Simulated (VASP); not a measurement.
# Mo16F (a cell with a defect) in VASP: notebook

Mo16F (a cell with a defect) is run at these levels: PBE; tasks: single point.

All numbers are computed with VASP 6.6.1; they aren't measurements. Logs are shortened: lines on timing, memory, paths and dates and some standing lists are left out, and cuts for length are marked.

## Step 1: The cell of the first run

The cell holds a defect, 17 atoms: a = 6.300 Å, b = 6.300 Å, c = 6.300 Å, α = 90.00°, β = 90.00°, γ = 90.00°.

## Step 2: Single point, PBE

INCAR

```
SYSTEM = Mo16F
  PREC = Accurate
  ENCUT = 520
  EDIFF = 1E-6
  ISMEAR = -1
  SIGMA = 0.1
  LREAL = Auto
  LASPH = .True.
  NELM = 60
  ALGO = Normal
  ISIF = 2
  LWAVE = .False.
  LCHARG = .False.
  GGA = PE
  NBANDS = 130
```

KPOINTS

```
Automatic mesh
0
Gamma
  3 3 3
  0 0 0
```

POSCAR

```
Mo16F
1.0
    6.3000000000      0.0000000000      0.0000000000
    0.0000000000      6.3000000000      0.0000000000
    0.0000000000      0.0000000000      6.3000000000
Mo F
16 1
Direct
    0.0043422222      0.0026249206     -0.0040304762
    0.4959023810      0.0026258730     -0.0040304762
    0.0012365079      0.4984128571      0.0006095238
    0.0010685714     -0.0028458730      0.5027168254
    0.2501203175      0.2479885714      0.2487669841
    0.4990092063      0.4984141270      0.0006052381
    0.4991719048     -0.0028496825      0.5027174603
    0.7501222222      0.2393417460      0.2409550794
    0.0343361905      0.4897974603      0.5233134921
    0.2501217460      0.7530244444      0.2455144444
    0.2501188889      0.2416911111      0.7574634921
    0.4658934921      0.4897823810      0.5233087302
    0.7501222222      0.7914260317      0.2149234921
    0.7501215873      0.2464966667      0.7534073016
    0.2501215873      0.7513207937      0.7527565079
    0.7501209524      0.7515992063      0.7528631746
    0.7501138095      0.5333466667      0.3973406349
```

Potentials or basis: VASP PAW PBE potentials, release 64 (Mo_sv, F).

Started as:

```sh
> cat potpaw_PBE.64/Mo_sv/POTCAR potpaw_PBE.64/F/POTCAR > POTCAR
> mpirun -np 1 vasp_std > vasp.out
```

OUTCAR:

```text
SYSTEM = Mo16F
   PREC = Accurate
   ENCUT = 520
   EDIFF = 1E-6
   ISMEAR = -1
   LREAL = Auto
   LASPH = .True.
   NELM = 60
   ISIF = 2
   GGA = PE

 ion  position               nearest neighbor table
   1  0.004  0.003  0.996-  13 2.50  11 2.63   8 2.68  15 2.69  14 2.69   5 2.71  10 2.71  16 2.72
                             2 3.10   4 3.11   3 3.12   3 3.18   4 3.19   2 3.20
   2  0.496  0.003  0.996-  13 2.50  11 2.63   8 2.68  15 2.69  14 2.69   5 2.71  10 2.71  16 2.72
                             1 3.10   7 3.11   6 3.12   6 3.18   7 3.19   1 3.20
   3  0.001  0.498  0.001-   5 2.72  10 2.72  11 2.72  15 2.73  14 2.73   8 2.73  16 2.74  13 2.78
                             9 3.01   1 3.12   6 3.14   6 3.16   1 3.18   9 3.30
   4  0.001  0.997  0.503-  15 2.71  16 2.72  11 2.72  10 2.73  14 2.73  13 2.73   5 2.74   8 2.75
                             1 3.11   9 3.11   7 3.14   7 3.16   1 3.19   9 3.21
   5  0.250  0.248  0.249-  12 2.68   9 2.68   1 2.71   2 2.71   3 2.72   6 2.72   4 2.74   7 2.74
                            11 3.10  10 3.12   8 3.15   8 3.15  10 3.18  11 3.21
   6  0.499  0.498  0.001-   5 2.72  10 2.72  11 2.72  15 2.73  14 2.73   8 2.73  16 2.74  13 2.78
                            12 3.01   2 3.12   3 3.14   3 3.16   2 3.18  12 3.30
   7  0.499  0.997  0.503-  15 2.71  16 2.72  11 2.72  10 2.73  14 2.73  13 2.73   5 2.74   8 2.75
                             2 3.11  12 3.11   4 3.14   4 3.16   2 3.19  12 3.21
   8  0.750  0.239  0.241-  17 2.10   2 2.68   1 2.68   3 2.73   6 2.73   4 2.75   7 2.75  13 2.83
                            12 2.98   9 2.98  14 3.07   5 3.15   5 3.15  14 3.23  13 3.48
   9  0.034  0.490  0.523-  17 1.98  11 2.54  15 2.58   5 2.68  12 2.72  14 2.77  10 2.77  16 2.83
                             8 2.98   3 3.01   4 3.11   4 3.21  13 3.25   3 3.30
  10  0.250  0.753  0.246-   1 2.71   2 2.71   3 2.72   6 2.72   7 2.73   4 2.73  12 2.77   9 2.77
                            15 3.10   5 3.12  13 3.17  13 3.17   5 3.18  15 3.20
  11  0.250  0.242  0.757-  12 2.54   9 2.54   1 2.63   2 2.63   4 2.72   7 2.72   3 2.72   6 2.72
                            15 3.09   5 3.10  14 3.15  14 3.15   5 3.21  15 3.21
  12  0.466  0.490  0.523-  17 1.98  11 2.54  15 2.58   5 2.68   9 2.72  14 2.77  10 2.77  16 2.83
                             8 2.98   6 3.01   7 3.11   7 3.21  13 3.25   6 3.30
  13  0.750  0.791  0.215-  17 1.99   1 2.50   2 2.50   4 2.73   7 2.73   3 2.78   6 2.78   8 2.83
                            16 2.92  10 3.17  10 3.17   9 3.25  12 3.25  16 3.40   8 3.48
  14  0.750  0.246  0.753-   2 2.69   1 2.69   6 2.73   3 2.73   4 2.73   7 2.73   9 2.77  12 2.77
                             8 3.07  16 3.12  11 3.15  11 3.15  16 3.18   8 3.23
  15  0.250  0.751  0.753-   9 2.58  12 2.58   1 2.69   2 2.69   7 2.71   4 2.71   6 2.73   3 2.73
                            11 3.09  10 3.10  16 3.15  16 3.15  10 3.20  11 3.21
  16  0.750  0.752  0.753-  17 2.63   7 2.72   4 2.72   2 2.72   1 2.72   6 2.74   3 2.74   9 2.83
                            12 2.83  13 2.92  14 3.12  15 3.15  15 3.15  14 3.18  13 3.40
  17  0.750  0.533  0.397-  12 1.98   9 1.98  13 1.99   8 2.10  16 2.63

  LATTYP: Found a simple cubic cell.
 ALAT       =     6.3000000000

  Lattice vectors:

 A1 = (   6.3000000000,   0.0000000000,   0.0000000000)
 A2 = (   0.0000000000,   6.3000000000,   0.0000000000)
 A3 = (   0.0000000000,   0.0000000000,   6.3000000000)

Analysis of symmetry for initial positions (statically):
=====================================================================
 Subroutine PRICEL returns:
 Original cell was already a primitive cell.

 Routine SETGRP: Setting up the symmetry group for a
 simple cubic supercell.

 Subroutine GETGRP returns: Found  1 space group operations
 (whereof  1 operations were pure point group operations)
 out of a pool of 48 trial point group operations.

The static configuration has the point symmetry C_1 .

Analysis of symmetry for dynamics (positions and initial velocities):
=====================================================================
 Subroutine PRICEL returns:
 Original cell was already a primitive cell.

 Routine SETGRP: Setting up the symmetry group for a
 simple cubic supercell.

 Subroutine GETGRP returns: Found  1 space group operations
 (whereof  1 operations were pure point group operations)
 out of a pool of 48 trial point group operations.

The dynamic configuration has the point symmetry C_1 .

 Subroutine INISYM returns: Found  1 space group operations
 (whereof  1 operations are pure point group operations),
 and found     1 'primitive' translations

----------------------------------------------------------------------------------------

                                     Primitive cell

  volume of cell :     250.0470

  direct lattice vectors                    reciprocal lattice vectors
     6.300000000  0.000000000  0.000000000     0.158730159  0.000000000  0.000000000
     0.000000000  6.300000000  0.000000000     0.000000000  0.158730159  0.000000000
     0.000000000  0.000000000  6.300000000     0.000000000  0.000000000  0.158730159

  length of vectors
     6.300000000  6.300000000  6.300000000     0.158730159  0.158730159  0.158730159

  position of ions in fractional coordinates (direct lattice)
     0.004342222  0.002624921  0.995969524
     0.495902381  0.002625873  0.995969524
     0.001236508  0.498412857  0.000609524
     0.001068571  0.997154127  0.502716825
     0.250120317  0.247988571  0.248766984
     0.499009206  0.498414127  0.000605238
[... 9 lines left out ...]
     0.750120952  0.751599206  0.752863175
     0.750113810  0.533346667  0.397340635

  ion indices of the primitive-cell ions
   primitive index   ion index
                 1           1
                 2           2
                 3           3
                 4           4
                 5           5
                 6           6
[... 9 lines left out ...]
                16          16
                17          17

----------------------------------------------------------------------------------------

 KPOINTS: Automatic mesh

Automatic generation of k-mesh.
 Grid dimensions read from file:
 generate k-points for:    3    3    3

 Generating k-lattice:

  Cartesian coordinates                     Fractional coordinates (reciprocal lattice)
     0.052910053  0.000000000  0.000000000     0.333333333  0.000000000  0.000000000
     0.000000000  0.052910053  0.000000000     0.000000000  0.333333333  0.000000000
     0.000000000  0.000000000  0.052910053     0.000000000  0.000000000  0.333333333

  Length of vectors
     0.052910053  0.052910053  0.052910053

  Shift w.r.t. Gamma in fractional coordinates (k-lattice)
     0.000000000  0.000000000  0.000000000

 Subroutine IBZKPT returns following result:
 ===========================================

 Found     14 irreducible k-points:

 Following reciprocal coordinates:
            Coordinates               Weight
  0.000000  0.000000  0.000000      1.000000
  0.333333  0.000000  0.000000      2.000000
  0.000000  0.333333  0.000000      2.000000
  0.000000  0.000000  0.333333      2.000000
  0.333333  0.333333  0.000000      2.000000
  0.000000  0.333333  0.333333      2.000000
  0.333333  0.000000  0.333333      2.000000
 -0.333333  0.333333  0.000000      2.000000
 -0.333333  0.000000  0.333333      2.000000
  0.000000 -0.333333  0.333333      2.000000
  0.333333  0.333333  0.333333      2.000000
 -0.333333  0.333333  0.333333      2.000000
 -0.333333 -0.333333  0.333333      2.000000
  0.333333 -0.333333  0.333333      2.000000
   k-points           NKPTS =     14   k-points in BZ     NKDIM =     14   number of bands    NBANDS=    130
   number of dos      NEDOS =    301   number of ions     NIONS =     17
   total plane-waves  NPLWV = 110592
   dimension x,y,z NGX =    48 NGY =   48 NGZ =   48
   dimension x,y,z NGXF=    96 NGYF=   96 NGZF=   96
   ions per type =              16   1
   NGX,Y,Z   is equivalent  to a cutoff of  12.67, 12.67, 12.67 a.u.
   NGXF,Y,Z  is equivalent  to a cutoff of  25.33, 25.33, 25.33 a.u.
 SYSTEM =  Mo16F
   PREC   = accura    normal or accurate (medium, high low for compatibility)
   ISTART =      0    job   : 0-new  1-cont  2-samecut
   ICHARG =      2    charge: 1-file 2-atom 10-const
   ISPIN  =      1    spin polarized calculation?
   LNONCOLLINEAR =      F non collinear calculations
   LSORBIT =      F    spin-orbit coupling
   LASPH  =      T    aspherical Exc in radial PAW
   ENCUT  =  520.0 eV  38.22 Ry    6.18 a.u.  11.71 11.71 11.71*2*pi/ulx,y,z
   NELM   =     60;   NELMIN=  2; NELMDL= -5     # of ELM steps
   EDIFF  = 0.1E-05   stopping-criterion for ELM
   LREAL  =      T    real-space projection
   EDIFFG = 0.1E-04   stopping-criterion for IOM
   NSW    =      0    number of steps for IOM
   IBRION =     -1    ionic relax: 0-MD 1-quasi-New 2-CG
   NFREE  =      0    steps in history (QN), initial steepest desc. (CG)
   ISIF   =      2    stress and relaxation
   ISYM   =      2    0-nonsym 1-usesym 2-fastsym
   POTIM  = 0.5000    time-step for ionic-motion
   TEBEG  =    0.0;   TEEND  =   0.0 temperature during run
   PSTRESS=    0.0 pullay stress
   NELECT =     231.0000    total number of electrons
   NUPDOWN=      -1.0000    fix difference up-down
   EMIN   =  10.00;   EMAX   =-10.00  energy-range for DOS
   EFERMI =   0.00;   METHOD = LEGACY
   ISMEAR =    -1;   SIGMA  =   0.10  broadening in eV -4-tet -1-fermi 0-gaus
   EFERMI_NEDOS =   21; number of points for ismear=-14 and -15
   IALGO  =     38    algorithm
   IMIX   =      4    mixing-type and parameters
     AMIX     =   0.40;   BMIX     =  1.00
     AMIX_MAG =   1.60;   BMIX_MAG =  1.00
  volume/ion in A,a.u.               =      14.71        99.26
  Fermi-wavevector in a.u.,A,eV,Ry     =   1.594428  3.013032 34.588744  2.542201
  Thomas-Fermi vector in A             =   2.692504
   LORBIT       =      0    0 simple, 1 ext, 2 COOP (PROOUT), +10 PAW based schemes
   GGA     = PE    functional components
   LHFCALC =     F    Hartree Fock is set to
   AEXX    =    0.0000 exact exchange contribution
   IVDW    =     0    specifies the selected vdW correction
   LEPSILON=     F    determine dielectric tensor
   LRPA    =     F    only Hartree local field effects (RPA)
 non-spin polarized calculation
  energy-cutoff  :      520.00
  volume of cell :      250.05
 maximum number of plane-waves:      6763
   NGX = 23   NGY = 23   NGZ = 23

 number of electron     231.0000004 magnetization

 Free energy of the ion-electron system (eV)
  ---------------------------------------------------
  ext. energy  EPLUGINS =         0.00000000
  ---------------------------------------------------
  free energy    TOTEN  =      -174.55690271 eV

  energy without entropy =     -174.22339762  energy(sigma->0) =     -174.39015017

 E-fermi :  12.8994     XC(G=0): -13.4980

 val. band max:       12.8937222306   @ k =   0.0000   0.3333   0.3333
 cond. band min:      12.9004743015   @ k =   0.3333   0.0000   0.3333
 fundamental gap:      0.0067520709
 Fermi energy:        12.8994117377

 k-point     1 :       0.0000    0.0000    0.0000
  band No.  band energies     occupation
      1     -48.3830      2.00000
      2     -48.2497      2.00000
      3     -48.1919      2.00000
      4     -48.1443      2.00000
      5     -48.0994      2.00000
      6     -48.0796      2.00000
[... 119 lines left out ...]
    126      14.5897      0.00000
    127      14.5931      0.00000

 k-point     2 :       0.3333    0.0000    0.0000
  band No.  band energies     occupation
      1     -48.3515      2.00000
      2     -48.2812      2.00000
      3     -48.1895      2.00000
      4     -48.1563      2.00000
      5     -48.1343      2.00000
      6     -48.0779      2.00000
[... 1679 lines left out ...]
    126      14.2699      0.00000
    127      14.3557      0.00000
 [bands above 127 left out]

------------------------ aborting loop because EDIFF is reached ----------------------------------------

  FORCE on cell =-STRESS in cart. coord.  units (eV):
  Direction    XX          YY          ZZ          XY          YZ          ZX
  --------------------------------------------------------------------------------------
  -------------------------------------------------------------------------------------
  Total       27.9891801     22.0224520     25.6253767      0.0006217     -3.7310116     -0.0003596
  in kB      179.3408035    141.1089650    164.1947220      0.0039837    -23.9064742     -0.0023042
  external PRESSURE =     161.5481635 kB  Pullay stress =       0.0000000 kB

 VOLUME and BASIS-vectors are now :
 -----------------------------------------------------------------------------
  energy-cutoff  :      520.00
  volume of cell :      250.05
      direct lattice vectors                 reciprocal lattice vectors
     6.300000000  0.000000000  0.000000000     0.158730159  0.000000000  0.000000000
     0.000000000  6.300000000  0.000000000     0.000000000  0.158730159  0.000000000
     0.000000000  0.000000000  6.300000000     0.000000000  0.000000000  0.158730159

 POSITION                                       TOTAL-FORCE (eV/Angst)
 -----------------------------------------------------------------------------------
      0.02736      0.01654      6.27461         0.003182      0.020466      0.021449
      3.12419      0.01654      6.27461        -0.003315      0.020399      0.021897
      0.00779      3.14000      0.00384         0.005633      0.034662     -0.004666
      0.00673      6.28207      3.16712        -0.002620      0.017301      0.036828
      1.57576      1.56233      1.56723         0.000054      0.012487      0.021263
      3.14376      3.14001      0.00381        -0.005600      0.034605     -0.004475
[... 9 lines left out ...]
      4.72576      4.73507      4.74304         0.000054      0.015178      0.035832
      4.72572      3.36008      2.50325        -0.000136     -0.564267     -0.568210
 -----------------------------------------------------------------------------------
    total drift:                               -0.000997      0.002125     -0.000289

  FREE ENERGIE OF THE ION-ELECTRON SYSTEM (eV)
  ---------------------------------------------------
  free  energy   TOTEN  =      -174.5569027114 eV

  energy  without entropy=     -174.2233976198  energy(sigma->0) =     -174.39015017
```

Run time: 31 min. Hardware: 1 thread of Intel Xeon 8259CL, shared host; peak memory 0.49 GiB.

What came out:

```yaml
Free_energy: -174.5569 eV
Pressure: 16.2 GPa
Largest_force: 0.801 eV/Å
Band_gap_on_the_k_mesh: zero (an odd number of electrons rules out a gap without spin polarisation)
```

Forces in eV/Å, atoms in the order of the input:
```
Mo   0.003  0.020  0.021
Mo  -0.003  0.020  0.022
Mo   0.006  0.035 -0.005
Mo  -0.003  0.017  0.037
Mo   0.000  0.012  0.021
Mo  -0.006  0.035 -0.004
Mo   0.003  0.017  0.037
Mo   0.000 -0.119 -0.088
Mo   0.016  0.167  0.128
Mo   0.000 -0.005  0.043
Mo   0.000  0.039  0.005
Mo  -0.016  0.168  0.128
Mo   0.000  0.063  0.114
Mo   0.000  0.037  0.017
Mo   0.000  0.042  0.058
Mo   0.000  0.015  0.036
F    0.000 -0.564 -0.568
```

Stress tensor (GPa, compression positive):
```
17.93  0.00  0.00
 0.00 14.11 -2.39
 0.00 -2.39 16.42
```

## Step 3: Single point, PBE

INCAR

```
SYSTEM = Mo16F
ALGO = Normal
EDIFF = 1E-6
ENCUT = 520
GGA = PE
ISIF = 2
ISMEAR = -1
LASPH = .TRUE.
LCHARG = .FALSE.
LREAL = Auto
LWAVE = .FALSE.
NBANDS = 130
NELM = 60
PREC = Accurate
SIGMA = 0.1
```

KPOINTS

```
k-points
0
G
  3 3 3
  0 0 0
```

POSCAR

```
Mo16F
1.0
    6.3000000000      0.0000000000      0.0000000000
    0.0000000000      6.3000000000      0.0000000000
    0.0000000000      0.0000000000      6.3000000000
Mo F
16 1
Direct
    0.0044800000      0.0036568254     -0.0025376190
    0.4960407937      0.0036566667     -0.0025382540
    0.0012090476      0.4969077778      0.0029365079
    0.0013726984     -0.0009768254      0.5016707937
    0.2502577778      0.2468639683      0.2487660317
    0.4993144444      0.4969076190      0.0029322222
    0.4991465079     -0.0009803175      0.5016706349
    0.7502617460      0.2467674603      0.2484839683
    0.0344749206      0.4763225397      0.5102946032
    0.2502601587      0.7541077778      0.2470576190
    0.2502584127      0.2421679365      0.7583960317
    0.4660365079      0.4763038095      0.5102839683
    0.7502604762      0.7847015873      0.2086704762
    0.7502614286      0.2462192063      0.7535825397
    0.2502609524      0.7508641270      0.7520882540
    0.7502609524      0.7586803175      0.7607620635
    0.7502509524      0.6023061905      0.4667677778
```

Potentials or basis: VASP PAW PBE potentials, release 64 (Mo_sv, F).

Started as:

```sh
> cat potpaw_PBE.64/Mo_sv/POTCAR potpaw_PBE.64/F/POTCAR > POTCAR
> mpirun -np 1 vasp_std > vasp.out
```

Wall time 29 min (1 thread of Intel Xeon 8259CL, shared host); peak memory 0.49 GiB.

It converged, with:

* Free energy: -174.5571 eV
* Pressure: 16.2 GPa
* Largest force: 0.803 eV/Å
* Band gap on the k mesh: zero (an odd number of electrons rules out a gap without spin polarisation)

Forces on the atoms (eV/Å):
```
Mo   0.003 -0.021 -0.021
Mo  -0.003 -0.022 -0.021
Mo  -0.002 -0.037 -0.018
Mo   0.006  0.005 -0.035
Mo   0.000 -0.058 -0.042
Mo   0.003 -0.037 -0.018
Mo  -0.005  0.004 -0.035
Mo   0.000 -0.036 -0.015
Mo   0.016 -0.128 -0.168
Mo   0.000 -0.042  0.005
Mo   0.000 -0.004 -0.039
Mo  -0.016 -0.127 -0.168
Mo   0.000 -0.114 -0.064
Mo   0.000 -0.017 -0.036
Mo   0.000 -0.021 -0.012
Mo   0.000  0.087  0.119
F    0.000  0.569  0.566
```

Stress tensor (GPa, compression positive):
```
17.93  0.00  0.00
 0.00 16.42 -2.39
 0.00 -2.39 14.11
```

Levels at points of the mesh, in eV from the Fermi level:
```csv
k point,band 112,band 113,band 114,band 115,band 116,band 117,band 118,band 119
"(0.00, 0.00, 0.00)",-0.59,-0.44,-0.12,-0.03,0.21,0.27,0.81,0.92
```
